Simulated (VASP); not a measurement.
Runs of VASP 6.6.1 on MgO. The structure is that of space group Fm-3m (No. 225), or close to it. The cells are those of the table. 

| task | cell | cutoff (eV) | gap on the mesh (eV) | pressure (GPa) |
| --- | --- | --- | --- | --- |
| relaxation of cell and atoms | relaxed to 2 GPa from a = 2.973 Å, angles 60.0°, 2 atoms | 600 | 5.87 | 2.0 |
| single point | a = 2.967 Å, angles 60.0°, 2 atoms | 520 | 5.72 | -0.1 |
| single point | a = 2.950 Å, angles 60.0°, 2 atoms | 520 | 5.90 | 2.9 |
| single point | a = 2.935 Å, angles 60.0°, 2 atoms | 520 | 6.06 | 5.9 |
| single point | a = 2.898 Å, angles 60.0°, 2 atoms | 520 | 6.48 | (b) |
| single point | a = 2.920 Å, angles 60.0°, 2 atoms | 520 | (c) | 8.9 |
| relaxation of cell and atoms | relaxed to 10 GPa from a = 2.973 Å, angles 60.0°, 2 atoms | 600 | (a) | 10.0 |
| single point | a = 2.961 Å, angles 60.0°, 2 atoms | 520 | 5.78 | 0.9 |

Alike in all rows: level r2SCAN; potentials or basis VASP PAW PBE potentials, release 64 (Mg, O); no spin polarisation; k mesh 10 × 10 × 10; smearing gaussian 0.01 eV.

Estimate the missing entries.

(a) 6.30; (b) 13.8; (c) 6.23.

Caveats: the PAW data sets were made with another functional, which shifts forces and pressure a little; the cell is relaxed towards a set pressure, so the enthalpy falls and the energy may rise (some runs).

